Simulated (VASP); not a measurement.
# Tl (P6/mmm) in VASP: further runs, part 2 of 2

VASP 6.6.1. Earlier steps stand in the parts before.

## Step 3: Single point, PBE

This run uses another cell than the first one, of 33.08 Å³/atom.

The input, INCAR:

```
  ALGO = Normal
  EDIFF = 1E-6
  ENCUT = 520
  GGA = PE
  ISIF = 2
  ISMEAR = 0
  LASPH = T
  LCHARG = T
  LELF = T
  LREAL = F
  LVHAR = T
  LWAVE = F
  NBANDS = 20
  NELM = 80
  PREC = Accurate
  SIGMA = 0.1
```

The input, KPOINTS:

```
k-points
0
Gamma
  6 6 4
```

The input, POSCAR:

```
Tl
1.0
    3.4206846571     -0.0000000029      0.0000000000
   -1.7103423260      2.9623998128      0.0000000000
    0.0000000000      0.0000000000      6.5288179203
Tl
2
Direct
    0.0000000000      0.0000000000      0.2507040632
    0.0000000000      0.0000000000      0.7492959368
```

Potentials or basis: VASP PAW PBE potentials, release 64 (Tl_d).

Run with:

```console
> cat potpaw_PBE.64/Tl_d/POTCAR > POTCAR
> mpirun -np 1 vasp_std > vasp.out
```

It took 11 s on 1 thread of AMD EPYC 9R45 (Zen 5), shared host; peak memory 0.16 GiB.

The run converged. Its results:

```
Free energy            : -4.2847 eV
Pressure               : -0.1 GPa
Largest force          : 0.019 eV/Å
Band gap on the k mesh : zero (bands 13 and 14 overlap by 4.14 eV)
```

Forces in eV/Å, atoms in the order of the input:
```
Tl   0.000  0.000 -0.019
Tl   0.000  0.000  0.019
```

Stress tensor (GPa, compression positive):
```
-0.28  0.00  0.00
 0.00 -0.28  0.00
 0.00  0.00  0.13
```

Levels at points of the mesh, in eV from the Fermi level:
```tsv
k point	band 10	band 11	band 12	band 13	band 14	band 15	band 16	band 17
(0.00, 0.00, 0.00)	-11.35	-9.50	-6.66	-2.99	6.08	8.30	8.30	9.58
(0.50, 0.00, 0.00)	-11.14	-5.75	-3.20	-2.68	-0.41	0.14	4.73	4.80
(0.00, 0.00, 0.50)	-11.46	-8.58	-8.55	0.86	0.89	9.44	9.44	9.47
(0.50, 0.00, 0.50)	-11.26	-4.98	-4.95	-1.75	-1.73	4.25	4.29	5.71
```

Caveat: spin-orbit coupling is left out, which moves the levels of the heavy elements.

## Step 4: Relaxation of cell and atoms, PBE

The input, INCAR:

```
SYSTEM = Tl
PREC = Accurate
ENCUT = 600
EDIFF = 1E-7
ISMEAR = 0
SIGMA = 0.1
LREAL = .False.
LASPH = .True.
NELM = 80
ALGO = Normal
ISIF = 3
LWAVE = .False.
LCHARG = .False.
GGA = PE
IBRION = 2
NSW = 90
EDIFFG = -0.04
```

The input, KPOINTS:

```
Automatic mesh
0
Gamma
  6 6 4
  0 0 0
```

The input, POSCAR:

```
Tl
1.0
    3.4172090700      0.0000000000      0.0000000000
   -1.7086045300      2.9593898600      0.0000000000
    0.0000000000      0.0000000000      6.1262909300
Tl
2
Direct
    0.0000000000      0.0000000000      0.2590922100
    0.0000000000      0.0000000000      0.7409077900
```

Run with:

```console
> cat potpaw_PBE.64/Tl_d/POTCAR > POTCAR
> mpirun -np 1 vasp_std > vasp.out
```

Wall time 70 s (1 thread of AMD EPYC 9R45 (Zen 5), shared host); peak memory 0.18 GiB.

It converged, with:

```
Free energy                           : -4.2839 eV
Relaxed volume                        : 32.90 Å³/atom
Relaxed cell                          : a = 3.407 Å, b = 3.407 Å, c = 6.544 Å, α = 90.00°, β = 90.00°, γ = 120.00°
Space group after relaxing (to 0.1 Å) : P6/mmm (No. 191)
Energy gained by relaxing             : 32.5 meV/atom
Ionic steps                           : 10
Pressure after relaxing               : 0.0 GPa
Band gap on the k mesh                : zero (bands 13 and 14 overlap by 4.15 eV)
```

Stress tensor (GPa, compression positive):
```
 0.07  0.00  0.00
 0.00  0.07  0.00
 0.00  0.00 -0.06
```

Step by step:
| step | energy change (eV) | largest force (eV/Å) | pressure (GPa) | volume (Å³) |
| --- | --- | --- | --- | --- |
| 1 | 0.0000 | 0.5269 | 2.07 | 61.95 |
| 2 | -0.0488 | 0.1954 | 0.14 | 65.59 |
| 3 | -0.0522 | 0.1367 | -0.22 | 66.59 |
| 4 | -0.0509 | 0.0484 | -0.87 | 68.61 |
| 5 | -0.0530 | 0.0975 | -0.49 | 67.37 |
| 6 | -0.0597 | 0.0560 | -0.24 | 66.62 |
| 7 | -0.0633 | 0.0155 | 0.35 | 64.99 |
| 8 | -0.0647 | 0.0108 | 0.07 | 65.67 |
| 9 | -0.0648 | 0.0047 | 0.12 | 65.53 |
| 10 | -0.0650 | 0.0003 | 0.03 | 65.80 |

Final structure:
```
Tl
1.0
     3.40725    0.00000    0.00000
    -1.70362    2.95076    0.00000
     0.00000    0.00000    6.54437
Tl
2
Direct
  0.00000 0.00000 0.25001
  0.00000 0.00000 0.74999
```

Levels at points of the mesh, in eV from the Fermi level:
| k point | band 10 | band 11 | band 12 | band 13 | band 14 | band 15 | band 16 | band 17 |
| --- | --- | --- | --- | --- | --- | --- | --- | --- |
| (0.00, 0.00, 0.00) | -11.37 | -9.56 | -6.74 | -3.04 | 5.96 | 8.41 | 8.41 | 9.49 |
| (0.50, 0.00, 0.00) | -11.16 | -5.73 | -3.22 | -2.71 | -0.47 | 0.14 | 4.78 | 4.78 |
| (0.00, 0.00, 0.50) | -11.49 | -8.62 | -8.62 | 0.79 | 0.79 | 9.55 | 9.55 | 9.55 |
| (0.50, 0.00, 0.50) | -11.28 | -4.96 | -4.96 | -1.79 | -1.79 | 4.23 | 4.23 | 5.76 |

Caveat: spin-orbit coupling is left out, which moves the levels of the heavy elements.

## Step 5: Single point, PBE

This run uses another cell than the first one: it holds 1 atom, not 2.

The input, INCAR:

```
ALGO     = Fast           # electronic algorithm
EDIFF    = 1E-6           # SCF threshold, eV
ENCUT    = 520            # plane-wave cutoff, eV
GGA      = PE             # functional
ISIF     = 2              # what is computed and relaxed
ISMEAR   = 0              # smearing method
LASPH    = True           # aspherical terms in the spheres
LCHARG   = False          # write CHGCAR
LREAL    = False          # projectors in reciprocal space
LWAVE    = False          # write WAVECAR
NBANDS   = 12             # bands
NELM     = 80             # most SCF steps
PREC     = Accurate       # precision mode
SIGMA    = 0.1            # smearing width, eV
```

The input, KPOINTS:

```
k-points
0
Gamma
  18 18 18
```

The input, POSCAR:

```
Tl
1.0
    3.4096056273      0.0000000000      0.0000000000
   -1.7048028137      2.9528050901      0.0000000000
    0.0000000000      0.0000000000      3.2714448163
Tl
1
Direct
    0.0000000000      0.0000000000      0.5000000000
```

Run with:

```console
> cat potpaw_PBE.64/Tl_d/POTCAR > POTCAR
> mpirun -np 1 vasp_std > vasp.out
```

It took 44 s on 1 thread of AMD EPYC 9R45 (Zen 5), shared host; peak memory 0.23 GiB.

Results (log left out):

```yaml
Free_energy: -2.1444 eV
Pressure: -0.1 GPa
Band_gap_on_the_k_mesh: zero (an odd number of electrons rules out a gap without spin polarisation)
```

Levels at points of the mesh, in eV from the Fermi level:
```tsv
k point	band 4	band 5	band 6	band 7	band 8	band 9	band 10	band 11
(0.00, 0.00, 0.00)	-11.28	-11.28	-9.47	6.06	8.47	8.47	9.58	10.85
(0.50, 0.00, 0.00)	-11.34	-11.20	-5.65	-2.62	4.85	8.64	9.60	11.54
(0.00, 0.00, 0.50)	-11.51	-11.51	-6.64	-2.95	11.29	11.29	12.72	12.76
(0.50, 0.00, 0.50)	-11.18	-11.07	-3.13	-0.38	0.22	4.87	7.24	10.26
```

Caveat: spin-orbit coupling is left out, which moves the levels of the heavy elements.

## Step 6: Relaxation of cell and atoms, PBE

This run uses another cell than the first one: it holds 1 atom, not 2.

The input, INCAR:

```
SYSTEM = Tl
PREC = Accurate ; ENCUT = 600
EDIFF = 1E-6 ; ISMEAR = 0
SIGMA = 0.1 ; LREAL = .FALSE.
LASPH = .TRUE. ; NELM = 80
ALGO = Fast ; ISIF = 3
LWAVE = .FALSE. ; LCHARG = .FALSE.
GGA = PE ; IBRION = 2
NSW = 100 ; EDIFFG = -0.01
```

The input, KPOINTS:

```
regular mesh
0
G
  18 18 18
  0 0 0
```

The input, POSCAR:

```
Tl
1.0
    3.4206846571      0.0000000000      0.0000000000
   -1.7103423286      2.9623998114      0.0000000000
    0.0000000000      0.0000000000      3.2644089602
Tl
1
Direct
    0.0000000000      0.0000000000      0.5000000000
```

Potentials or basis: VASP PAW PBE potentials, release 64 (Tl_d).

Run with:

```console
> cat potpaw_PBE.64/Tl_d/POTCAR > POTCAR
> mpirun -np 1 vasp_std > vasp.out
```

Wall time 2.5 min (1 thread of AMD EPYC 9R45 (Zen 5), shared host); peak memory 0.26 GiB.

It converged, with:

```
Free energy                           : -2.1444 eV
Relaxed volume                        : 32.95 Å³/atom
Relaxed cell                          : a = 3.411 Å, b = 3.411 Å, c = 3.271 Å, α = 90.00°, β = 90.00°, γ = 120.00°
Space group after relaxing (to 0.1 Å) : P6/mmm (No. 191)
Energy gained by relaxing             : 0.2 meV/atom
Ionic steps                           : 7
Pressure after relaxing               : 0.0 GPa
Band gap on the k mesh                : zero (an odd number of electrons rules out a gap without spin polarisation)
```

Step by step:
```csv
step,energy change (eV),largest force (eV/Å),pressure (GPa),volume (Å³)
1,0.0000,0.0000,-0.12,33.08
2,-0.0001,0.0000,-0.01,32.96
3,-0.0002,0.0000,0.05,32.92
4,-0.0002,0.0000,0.03,32.93
5,-0.0002,0.0000,0.01,32.93
6,-0.0002,0.0000,0.02,32.92
7,-0.0002,0.0000,-0.02,32.95
```

Final structure:
```
Tl
1.0
     3.41051    0.00000    0.00000
    -1.70525    2.95359    0.00000
     0.00000    0.00000    3.27078
Tl
1
Direct
  0.00000 0.00000 0.50000
```

Levels at points of the mesh, in eV from the Fermi level:
```csv
k point,band 3,band 4,band 5,band 6,band 7,band 8,band 9,band 10
"(0.00, 0.00, 0.00)",-11.70,-11.28,-11.28,-9.47,6.07,8.46,8.46,9.59
"(0.50, 0.00, 0.00)",-11.51,-11.34,-11.20,-5.66,-2.62,4.85,8.63,9.61
"(0.00, 0.00, 0.50)",-11.66,-11.51,-11.51,-6.64,-2.94,11.28,11.28,12.71
"(0.50, 0.00, 0.50)",-11.59,-11.18,-11.07,-3.13,-0.38,0.22,4.87,7.24
```

Caveat: spin-orbit coupling is left out, which moves the levels of the heavy elements.

## Step 7: Overview

| task | cell | k mesh | cutoff (eV) | gap on the mesh (eV) | pressure (GPa) | relaxed volume (Å³/atom) | largest force (eV/Å) |
| --- | --- | --- | --- | --- | --- | --- | --- |
| single point | a = 3.417, b = 3.417, c = 6.126 Å, angles 90.0, 90.0, 120.0°, 2 atoms, atomic positions A | 6 × 6 × 4 | 520 | none | 2.0 | - | 0.53 |
| single point | a = 3.421, b = 3.421, c = 6.529 Å, angles 90.0, 90.0, 120.0°, 2 atoms, atomic positions B | 6 × 6 × 4 | 520 | none | -0.1 | - | 0.02 |
| relaxation of cell and atoms | relaxed from a = 3.417, b = 3.417, c = 6.126 Å, angles 90.0, 90.0, 120.0°, 2 atoms, atomic positions A | 6 × 6 × 4 | 600 | none | 0.0 | 32.90 | - |
| single point | a = 3.410, b = 3.410, c = 3.271 Å, angles 90.0, 90.0, 120.0°, 1 atom, atomic positions C | 18 × 18 × 18 | 520 | none | -0.1 | - | - |
| relaxation of cell and atoms | relaxed from a = 3.421, b = 3.421, c = 3.264 Å, angles 90.0, 90.0, 120.0°, 1 atom, atomic positions C | 18 × 18 × 18 | 600 | none | 0.0 | 32.95 | - |

Alike in all rows: level PBE; potentials or basis VASP PAW PBE potentials, release 64 (Tl_d); no spin polarisation; smearing gaussian 0.1 eV.

Caveats: spin-orbit coupling is left out, which moves the levels of the heavy elements.

Total energies depend on the potentials used, so only differences within one code and one set of settings carry meaning.
